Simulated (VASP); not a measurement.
# Sb (Fm-3m) in VASP: a series of runs, part 2 of 3

VASP 6.6.1.

### Step 3. Single point, revPBE (volume scaled by 0.92)

Contents of INCAR:

```
SYSTEM = Sb
PREC = Accurate
ENCUT = 520
EDIFF = 1E-6
ISMEAR = -1
SIGMA = 0.1
LREAL = .FALSE.
LASPH = .TRUE.
NELM = 80
ALGO = Normal
ISIF = 2
LWAVE = .FALSE.
LCHARG = .FALSE.
GGA = RE
NBANDS = 8
```

Contents of KPOINTS:

```
regular mesh
0
G
  13 13 13
  0 0 0
```

Contents of POSCAR:

```
Sb
1.0
    0.0000000000      2.3411193167      2.3411193167
    2.3411193167      0.0000000000      2.3411193167
    2.3411193167      2.3411193167      0.0000000000
Sb
1
Direct
    0.0000000000      0.0000000000      0.0000000000
```

Potentials or basis: VASP PAW PBE potentials, release 64 (Sb).

Command:

```
> cat potpaw_PBE.64/Sb/POTCAR > POTCAR
> mpirun -np 1 vasp_std > vasp.out
```

OUTCAR:

```text
SYSTEM = Sb
   PREC = Accurate
   ENCUT = 520
   EDIFF = 1E-6
   ISMEAR = -1
   LREAL = .FALSE.
   LASPH = .TRUE.
   NELM = 80
   ISIF = 2
   GGA = RE

 ion  position               nearest neighbor table
   1  0.000  0.000  0.000-

  LATTYP: Found a face centered cubic cell.
 ALAT       =     4.6822386334

  Lattice vectors:

 A1 = (   0.0000000000,   2.3411193167,   2.3411193167)
 A2 = (   2.3411193167,   0.0000000000,   2.3411193167)
 A3 = (   2.3411193167,   2.3411193167,   0.0000000000)

Analysis of symmetry for initial positions (statically):
=====================================================================
 Subroutine PRICEL returns:
 Original cell was already a primitive cell.

 Routine SETGRP: Setting up the symmetry group for a
 face centered cubic supercell.

 Subroutine GETGRP returns: Found 48 space group operations
 (whereof 48 operations were pure point group operations)
 out of a pool of 48 trial point group operations.

The static configuration has the point symmetry O_h .

Analysis of symmetry for dynamics (positions and initial velocities):
=====================================================================
 Subroutine PRICEL returns:
 Original cell was already a primitive cell.

 Routine SETGRP: Setting up the symmetry group for a
 face centered cubic supercell.

 Subroutine GETGRP returns: Found 48 space group operations
 (whereof 48 operations were pure point group operations)
 out of a pool of 48 trial point group operations.

The dynamic configuration has the point symmetry O_h .

 Subroutine INISYM returns: Found 48 space group operations
 (whereof 48 operations are pure point group operations),
 and found     1 'primitive' translations

----------------------------------------------------------------------------------------

                                     Primitive cell

  volume of cell :      25.6626

  direct lattice vectors                    reciprocal lattice vectors
     0.000000000  2.341119317  2.341119317    -0.213573053  0.213573053  0.213573053
     2.341119317  0.000000000  2.341119317     0.213573053 -0.213573053  0.213573053
     2.341119317  2.341119317  0.000000000     0.213573053  0.213573053 -0.213573053

  length of vectors
     3.310842689  3.310842689  3.310842689     0.369919379  0.369919379  0.369919379

  position of ions in fractional coordinates (direct lattice)
     0.000000000  0.000000000  0.000000000

  ion indices of the primitive-cell ions
   primitive index   ion index
                 1           1

----------------------------------------------------------------------------------------

 KPOINTS: regular mesh

Automatic generation of k-mesh.
 Grid dimensions read from file:
 generate k-points for:   13   13   13

 Generating k-lattice:

  Cartesian coordinates                     Fractional coordinates (reciprocal lattice)
    -0.016428696  0.016428696  0.016428696     0.076923077  0.000000000  0.000000000
     0.016428696 -0.016428696  0.016428696     0.000000000  0.076923077  0.000000000
     0.016428696  0.016428696 -0.016428696     0.000000000  0.000000000  0.076923077

  Length of vectors
     0.028455337  0.028455337  0.028455337

  Shift w.r.t. Gamma in fractional coordinates (k-lattice)
     0.000000000  0.000000000  0.000000000

 Subroutine IBZKPT returns following result:
 ===========================================

 Found     84 irreducible k-points:

 Following reciprocal coordinates:
            Coordinates               Weight
  0.000000  0.000000  0.000000      1.000000
  0.076923  0.000000  0.000000      8.000000
  0.153846  0.000000  0.000000      8.000000
  0.230769  0.000000  0.000000      8.000000
  0.307692  0.000000  0.000000      8.000000
  0.384615  0.000000  0.000000      8.000000
[... 16 lines left out ...]
  0.384615  0.153846  0.000000     24.000000
  0.461538  0.153846  0.000000     24.000000
 [... further k-points ...]
   k-points           NKPTS =     84   k-points in BZ     NKDIM =     84   number of bands    NBANDS=      8
   number of dos      NEDOS =    301   number of ions     NIONS =      1
   total plane-waves  NPLWV =  21952
   dimension x,y,z NGX =    28 NGY =   28 NGZ =   28
   dimension x,y,z NGXF=    56 NGYF=   56 NGZF=   56
   ions per type =               1
   NGX,Y,Z   is equivalent  to a cutoff of  14.06, 14.06, 14.06 a.u.
   NGXF,Y,Z  is equivalent  to a cutoff of  28.12, 28.12, 28.12 a.u.
 SYSTEM =  Sb
   PREC   = accura    normal or accurate (medium, high low for compatibility)
   ISTART =      0    job   : 0-new  1-cont  2-samecut
   ICHARG =      2    charge: 1-file 2-atom 10-const
   ISPIN  =      1    spin polarized calculation?
   LNONCOLLINEAR =      F non collinear calculations
   LSORBIT =      F    spin-orbit coupling
   LASPH  =      T    aspherical Exc in radial PAW
   ENCUT  =  520.0 eV  38.22 Ry    6.18 a.u.   6.16  6.16  6.16*2*pi/ulx,y,z
   NELM   =     80;   NELMIN=  2; NELMDL= -5     # of ELM steps
   EDIFF  = 0.1E-05   stopping-criterion for ELM
   LREAL  =      F    real-space projection
[... 7 lines left out ...]
   TEBEG  =    0.0;   TEEND  =   0.0 temperature during run
   PSTRESS=    0.0 pullay stress
   NELECT =       5.0000    total number of electrons
   NUPDOWN=      -1.0000    fix difference up-down
   EMIN   =  10.00;   EMAX   =-10.00  energy-range for DOS
   EFERMI =   0.00;   METHOD = LEGACY
   ISMEAR =    -1;   SIGMA  =   0.10  broadening in eV -4-tet -1-fermi 0-gaus
   EFERMI_NEDOS =   21; number of points for ismear=-14 and -15
   IALGO  =     38    algorithm
   IMIX   =      4    mixing-type and parameters
     AMIX     =   0.40;   BMIX     =  1.00
     AMIX_MAG =   1.60;   BMIX_MAG =  1.00
  volume/ion in A,a.u.               =      25.66       173.18
  Fermi-wavevector in a.u.,A,eV,Ry     =   0.949069  1.793481 12.255212  0.900733
  Thomas-Fermi vector in A             =   2.077317
   LORBIT       =      0    0 simple, 1 ext, 2 COOP (PROOUT), +10 PAW based schemes
   GGA     = RE    functional components
   LHFCALC =     F    Hartree Fock is set to
   AEXX    =    0.0000 exact exchange contribution
   IVDW    =     0    specifies the selected vdW correction
   LEPSILON=     F    determine dielectric tensor
   LRPA    =     F    only Hartree local field effects (RPA)
 non-spin polarized calculation
  energy-cutoff  :      520.00
  volume of cell :       25.66
 maximum number of plane-waves:       702
 NGX is ok and might be reduce to    28
   NGX = 13   NGY = 13   NGZ = 13

 number of electron       5.0000000 magnetization

 Free energy of the ion-electron system (eV)
  ---------------------------------------------------
  ext. energy  EPLUGINS =         0.00000000
  ---------------------------------------------------
  free energy    TOTEN  =        -3.46756281 eV

  energy without entropy =       -3.44326237  energy(sigma->0) =       -3.45541259

 E-fermi :   9.2339     XC(G=0): -10.4206

 val. band max:        9.2299339229   @ k =  -0.4615   0.3846   0.1538
 cond. band min:       9.2377232433   @ k =   0.4615   0.3846   0.0769
 fundamental gap:      0.0077893204
 Fermi energy:         9.2339410389

 k-point     1 :       0.0000    0.0000    0.0000
  band No.  band energies     occupation
      1      -4.0664      2.00000
      2      14.9451      0.00000
      3      14.9451      0.00000
      4      14.9451      0.00000
      5      19.3219      0.00000
      6      19.3219      0.00000
      7      19.3219      0.00000
      8      19.4332      0.00000

 k-point     2 :       0.0769    0.0000    0.0000
  band No.  band energies     occupation
      1      -3.9436      2.00000
      2      13.7603      0.00000
      3      14.7718      0.00000
      4      14.7718      0.00000
      5      18.3911      0.00000
      6      19.5994      0.00000
      7      19.5994      0.00000
      8      21.1435      0.00000

 k-point     3 :       0.1538    0.0000    0.0000
  band No.  band energies     occupation
      1      -3.5766      2.00000
      2      11.4574      0.00000
      3      14.3725      0.00000
      4      14.3725      0.00000
      5      17.9366      0.00000
      6      20.1381      0.00000
      7      20.1381      0.00000
      8      21.9006      0.00000
[... 210 lines left out ...]
 k-point    23 :       0.3846    0.1538    0.0000
  band No.  band energies     occupation
      1      -1.3955      2.00000
      2       6.4109      2.00000
      3      11.4878      0.00000
      4      11.8157      0.00000
      5      15.9243      0.00000
      6      19.4867      0.00000
      7      21.1660      0.00000
      8      21.7414      0.00000

 k-point    24 :       0.4615    0.1538    0.0000
  band No.  band energies     occupation
      1      -0.3848      2.00000
      2       4.6131      2.00000
      3      10.8261      0.00000
      4      11.8596      0.00000
      5      15.8269      0.00000
      6      20.2361      0.00000
      7      20.5023      0.00000
      8      22.4048      0.00000

 [... further k-points ...]
[... 5 lines left out ...]
  --------------------------------------------------------------------------------------
  -------------------------------------------------------------------------------------
  Total        0.8781371      0.8781371      0.8781371     -0.0000000     -0.0000000      0.0000000
  in kB       54.8241938     54.8241938     54.8241938     -0.0000000     -0.0000000      0.0000000
  external PRESSURE =      54.8241938 kB  Pullay stress =       0.0000000 kB

 VOLUME and BASIS-vectors are now :
 -----------------------------------------------------------------------------
  energy-cutoff  :      520.00
  volume of cell :       25.66
      direct lattice vectors                 reciprocal lattice vectors
     0.000000000  2.341119317  2.341119317    -0.213573053  0.213573053  0.213573053
     2.341119317  0.000000000  2.341119317     0.213573053 -0.213573053  0.213573053
     2.341119317  2.341119317  0.000000000     0.213573053  0.213573053 -0.213573053

 POSITION                                       TOTAL-FORCE (eV/Angst)
 -----------------------------------------------------------------------------------
      0.00000      0.00000      0.00000         0.000000     -0.000000      0.000000
 -----------------------------------------------------------------------------------
    total drift:                                0.000000      0.000000      0.000000

  FREE ENERGIE OF THE ION-ELECTRON SYSTEM (eV)
  ---------------------------------------------------
  free  energy   TOTEN  =        -3.4675628071 eV

  energy  without entropy=       -3.4432623713  energy(sigma->0) =       -3.45541259
```

Wall time 7 s (1 thread of Intel Xeon 6975P-C (Granite Rapids), shared host); peak memory 0.16 GiB.

Results:

```
Free energy : -3.4676 eV
Pressure    : 5.5 GPa
```

Levels at points of the mesh, in eV from the Fermi level:
```tsv
k point	band 1	band 2	band 3	band 4	band 5
(0.00, 0.00, 0.00)	-13.30	5.71	5.71	5.71	10.09
```

Caveat: the cell differs from its parent crystal (volume scaled by 0.92); the PAW data sets were made with another functional, which shifts forces and pressure a little; spin-orbit coupling is left out, which moves the levels of the heavy elements.

### Step 4. Single point, revPBE

This run uses another cell than the first one, of 27.89 Å³/atom, 1.136 times its volume.

Contents of INCAR:

```
SYSTEM = Sb
  ALGO = Normal
  EDIFF = 1E-7
  ENCUT = 520
  GGA = RE
  ISIF = 2
  ISMEAR = -1
  LASPH = .TRUE.
  LCHARG = .FALSE.
  LREAL = .FALSE.
  LWAVE = .FALSE.
  NBANDS = 8
  NELM = 60
  PREC = Accurate
  SIGMA = 0.1
```

Contents of KPOINTS:

```
k-points
0
G
  13 13 13
  0 0 0
```

Contents of POSCAR:

```
Sb
1.0
    0.0000000000      2.4071007743      2.4071007743
    2.4071007743      0.0000000000      2.4071007743
    2.4071007743      2.4071007743      0.0000000000
Sb
1
Direct
    0.0000000000      0.0000000000      0.0000000000
```

Command:

```
> cat potpaw_PBE.64/Sb/POTCAR > POTCAR
> mpirun -np 1 vasp_std > vasp.out
```

It took 9.7 s on 1 thread of Intel Xeon 6975P-C (Granite Rapids), shared host; peak memory 0.16 GiB.

It converged, with:

| Quantity | Value |
| --- | --- |
| Free energy | -3.5027 eV |
| Pressure | 0.0 GPa |

Levels at points of the mesh, in eV from the Fermi level:
```csv
k point,band 1,band 2,band 3,band 4,band 5,band 6,band 7
"(0.00, 0.00, 0.00)",-12.63,5.10,5.10,5.10,9.83,9.83,9.83
```

Caveat: the PAW data sets were made with another functional, which shifts forces and pressure a little; spin-orbit coupling is left out, which moves the levels of the heavy elements.

[end of part 2 of 3]
